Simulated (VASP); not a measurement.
Wanted: the native input for a VASP 6.6.1 run.

| Quantity | Value |
| --- | --- |
| Task | single point |
| Functional | PBEsol |
| Potentials or basis | VASP PAW PBE potentials, release 64 (Ta_pv, C) |
| Cutoff | 600 eV |
| k mesh | 7 × 7 × 7 |
| Occupations | fermi-dirac, width 0.01 eV |
| Spin | no spin polarisation |
| Dipole correction | no |
| Further INCAR settings | ALGO = Normal; EDIFF = 1e-06; NBANDS = 14 |

The structure of TaC lies in POSCAR:

```
TaC
1.0
    0.0000000000      2.2230000000      2.2230000000
    2.2230000000      0.0000000000      2.2230000000
    2.2230000000      2.2230000000      0.0000000000
Ta C
1 1
Direct
    0.0000000000      0.0000000000      0.0000000000
    0.5000000000      0.5000000000      0.5000000000
```

These files were run (other wordings do the same):

INCAR

```
SYSTEM = TaC
ALGO = Normal
EDIFF = 1E-6
ENCUT = 600
GGA = PS
GGA_COMPAT = .False.
ISIF = 2
ISMEAR = -1
LASPH = .True.
LCHARG = .False.
LREAL = .False.
LWAVE = .False.
NBANDS = 14
NELM = 120
PREC = Accurate
SIGMA = 0.01
```

KPOINTS

```
k-points
0
Gamma
  7 7 7
  0 0 0
```

Potentials or basis: VASP PAW PBE potentials, release 64 (Ta_pv, C).

The run is started by

```sh
$ cat potpaw_PBE.64/Ta_pv/POTCAR potpaw_PBE.64/C/POTCAR > POTCAR
$ mpirun -np 1 vasp_std > vasp.out
```

Results of the run:

| Quantity | Value |
| --- | --- |
| Pressure | -0.8 GPa |
| Band gap on the k mesh | zero (an odd number of electrons rules out a gap without spin polarisation) |

Caveat: the PAW data sets were made with another functional, which shifts forces and pressure a little; spin-orbit coupling is left out, which moves the levels of the heavy elements.

Run time: 12 s on 1 thread of AMD EPYC 7R43 64-Core Processor (Zen 3) (shared host), peak memory 0.13 GiB.
